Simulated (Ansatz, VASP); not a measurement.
## Re: VASP beside Ansatz

```xyz
1
Lattice="-1.3565 1.3565 1.3565 1.3565 -1.3565 1.3565 1.3565 1.3565 -1.3565" Properties=species:S:1:pos:R:3 pbc="T T T"
Re    0.0000    0.0000    0.0000
```

Change from the starting cell: volume scaled by 0.68, LAPW.

Alike in both runs: task single point; functional PBEsol; k mesh 17 × 17 × 17; occupations fermi-dirac, width 0.1 eV; no spin polarisation.

|  | VASP | Ansatz |
| --- | --- | --- |
| version | VASP 6.6.1 | Ansatz 0.2.0 |
| potentials or method | VASP PAW PBE potentials, release 64 (Re), cutoff 520 eV | all-electron LAPW, scalar-relativistic |

VASP gave:

```
pressure (GPa) : 347.7
```

Q: Which values does Ansatz return?

A: Pressure (GPa): 335.4.

VASP's potentials were made for PBE, not for PBEsol. Both programs put the cell under a high pressure, so it lies far from rest at this level. Ansatz ran all-electron here, and VASP with PAW potentials.

Spin-orbit coupling is off throughout. Noted on VASP's run: the cell as given lies far from equilibrium.
